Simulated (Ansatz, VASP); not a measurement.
**One calculation of Na, two programs**

INCAR

```
PREC = Accurate
ENCUT = 520
EDIFF = 1E-6
ISMEAR = -1
SIGMA = 0.1
LREAL = False
LASPH = True
NELM = 60
ALGO = Normal
ISIF = 2
LWAVE = False
LCHARG = False
GGA = CA
NBANDS = 10
```

Contents of KPOINTS:

```
regular mesh
0
Gamma
  18 18 18
```

File POSCAR:

```
Na
1.0
   -2.0814328585      2.0814328585      2.0814328585
    2.0814328585     -2.0814328585      2.0814328585
    2.0814328585      2.0814328585     -2.0814328585
Na
1
Direct
    0.0000000000      0.0000000000      0.0000000000
```

Input for Ansatz:

```yaml
crystal:
  lattice:
    - [-2.0814328585, 2.0814328585, 2.0814328585]
    - [2.0814328585, -2.0814328585, 2.0814328585]
    - [2.0814328585, 2.0814328585, -2.0814328585]
  atoms:
    - { symbol: Na, position: [0.0, 0.0, 0.0] }
hamiltonian:
  xc: lda
  pseudopotentials:
    kind: paw
    azcp:
      Na: "pseudopotentials/Na.paw.azcp"
basis:
  ecutwfc: 420
  fft_grid_basis: typed
kpoints:
  mp_grid: { grid: [18, 18, 18], shift: [0, 0, 0] }
magnetization:
  spin_polarized: false
scf:
  occupations: { method: fermi_dirac, width: 0.1 }
output:
  stress: true
```

Alike in both runs: task single point; functional LDA; k mesh 18 × 18 × 18; occupations fermi-dirac, width 0.1 eV; no spin polarisation.

```csv
,VASP,Ansatz
version,VASP 6.6.1,Ansatz 0.2.0
potentials or method,"VASP PAW LDA potentials, release 64 (Na_pv), cutoff 520 eV","plane waves (420 eV) with PAW, scalar-relativistic"
valence electrons in the cell,7,9
```

|  | VASP | Ansatz | Ansatz less VASP |
| --- | --- | --- | --- |
| pressure (GPa) | -0.6 | -0.6 | +0.02 |

Ansatz warns that its potentials were made for another functional, while VASP's fit it. LDA's correlation is that of Perdew and Zunger in VASP and of Perdew and Wang (1992) in Ansatz. VASP's potentials hold 7 valence electrons a cell and Ansatz's 9, so a difference there can come from the potentials and not from the codes.
